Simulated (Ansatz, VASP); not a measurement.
One calculation of SnSe, two programs

INCAR

```
SYSTEM = SnSe
ALGO = Normal ; EDIFF = 1E-6
ENCUT = 500 ; GGA = PE
GGA_COMPAT = .FALSE. ; ISIF = 2
ISMEAR = -1 ; LASPH = .TRUE.
LCHARG = .FALSE. ; LREAL = .FALSE.
LWAVE = .FALSE. ; NBANDS = 17
NELM = 120 ; PREC = Accurate
SIGMA = 0.04
```

The input KPOINTS:

```
k-points
0
G
  4 4 4
  0 0 0
```

The input POSCAR:

```
SnSe
1.0
    0.0000000000      3.0100000000      3.0100000000
    3.0100000000      0.0000000000      3.0100000000
    3.0100000000      3.0100000000      0.0000000000
Sn Se
1 1
Direct
    0.0000000000      0.0000000000      0.0000000000
    0.5000000000      0.5000000000      0.5000000000
```

The input input.yaml:

```yaml
crystal:
  lattice:
    - [0.0, 3.01, 3.01]
    - [3.01, 0.0, 3.01]
    - [3.01, 3.01, 0.0]
  atoms:
    - { symbol: Sn, position: [0.0, 0.0, 0.0] }
    - { symbol: Se, position: [0.5, 0.5, 0.5] }
kpoints:
  mp_grid: { grid: [4, 4, 4] }
scf:
  occupations: { method: fermi_dirac, width: 0.04 }
hamiltonian:
  xc: pbe
  pseudopotentials: { kind: all_electron, lapw: { basis_error: 0.003 } }
output:
  forces: true
  stress: true
  eigenvalues: true
```

Alike in both runs: task single point; functional PBE; k mesh 4 × 4 × 4; occupations fermi-dirac, width 0.04 eV; no spin polarisation.

```csv
,VASP,Ansatz
version,VASP 6.6.1,Ansatz 0.2.0
potentials or method,"VASP PAW PBE potentials, release 64 (Sn_d, Se), cutoff 500 eV","all-electron LAPW, scalar-relativistic"
```

```tsv
	VASP	Ansatz	Ansatz less VASP
gap on the k mesh at the Fermi level (eV)	0.57	0.57	0.000
least direct gap on the mesh (eV)	0.57	0.57	0.000
pressure (GPa)	-0.4	-0.4	+0.02
```

Ansatz ran all-electron here, and VASP with PAW potentials.

The k mesh is coarse, so the values compare programs but aren't converged.
